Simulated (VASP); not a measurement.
TaSiO4:

```
Ta Si O
1.0
     3.48169    0.00000    0.00000
     0.00000    3.48169    0.00000
     0.00000    0.00000    4.92981
Ta Si O
1 1 4
Direct
  0.50000 0.50000 0.50000
  0.00000 0.00000 0.00000
  0.50000 0.00000 0.74581
  0.00000 0.50000 0.25419
  0.50000 0.00000 0.25419
  0.00000 0.50000 0.74581
```

The cell was built from a structure type or drawn by symmetry, and may not be a known phase.

- Program: VASP 6.6.1
- Task: relaxation of cell and atoms
- Functional: PBE
- Potentials or basis: VASP PAW PBE potentials, release 64 (Ta_pv, Si, O)
- Cutoff: 600 eV
- k mesh: 6 × 6 × 4
- Occupations: gaussian, width 0.1 eV
- Spin: no spin polarisation

At the start: pressure -6.8 GPa; volume 9.96 Å³/atom.

Task: Where does the relaxation end?

Result: Over 5 steps the energy falls by 33.7 meV/atom and the volume is 9.42 Å³/atom (-5.4 %); space group P4/mmm (No. 123, to 0.1 Å) before and after.

The path:
```tsv
step	energy change (eV)	largest force (eV/Å)	pressure (GPa)	volume (Å³)
1	0.0000	0.9298	-6.76	59.76
2	-0.1764	0.5293	3.83	56.19
3	-0.1765	0.5161	4.18	56.09
4	-0.1752	0.5281	-3.67	57.03
5	-0.2019	0.0076	0.13	56.55
```

Final structure:
```
Ta Si O
1.0
     3.40141    0.00000    0.00000
     0.00000    3.40141    0.00000
     0.00000    0.00000    4.88770
Ta Si O
1 1 4
Direct
  0.50000 0.50000 0.50000
  0.00000 0.00000 0.00000
  0.50000 0.00000 0.75913
  0.00000 0.50000 0.24088
  0.50000 0.00000 0.24088
  0.00000 0.50000 0.75913
```

Caveat: an odd number of electrons without spin polarisation forces a metal; a magnetic or distorted state may lie lower.
